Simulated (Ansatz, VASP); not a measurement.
**Two plane-wave programs on HfO2**

```
Hf O
1.0
     0.00000    2.58282    2.54892
     2.58282    0.00000    2.54892
     2.58282    2.58282    0.00000
Hf O
1 2
Direct
  0.00000 0.00000 0.00000
  0.25000 0.25000 0.25000
  0.75000 0.75000 0.75000
```

Change from the starting cell: normal strain along x +0.0133, normal strain along y +0.0133.

Alike in both runs: task single point; functional PBE; k mesh 8 × 8 × 8; occupations gaussian, width 0.05 eV; no spin polarisation.

```csv
,VASP,Ansatz
version,VASP 6.6.1,Ansatz 0.2.0
potentials or method,"VASP PAW PBE potentials, release 64 (Hf_pv, O), cutoff 520 eV","scalar-relativistic, plane waves, PAW"
valence electrons in the cell,22,38
```

Ansatz gave:

```
gap on the k mesh at the Fermi level (eV)                     : 3.59
least direct gap on the mesh (eV)                             : 3.59
pressure (GPa)                                                : -6.2
traceless stress, the component that is largest in VASP (GPa) : 3.83
```

Task: Which values does VASP return?

Result: gap on the k mesh at the Fermi level (eV): 3.59; least direct gap on the mesh (eV): 3.59; pressure (GPa): -9.5; traceless stress, the component that is largest in VASP (GPa): 3.89.

VASP's potentials hold 22 valence electrons a cell and Ansatz's 38, so a difference there can come from the potentials and not from the codes.

Neither program's run includes spin-orbit coupling.
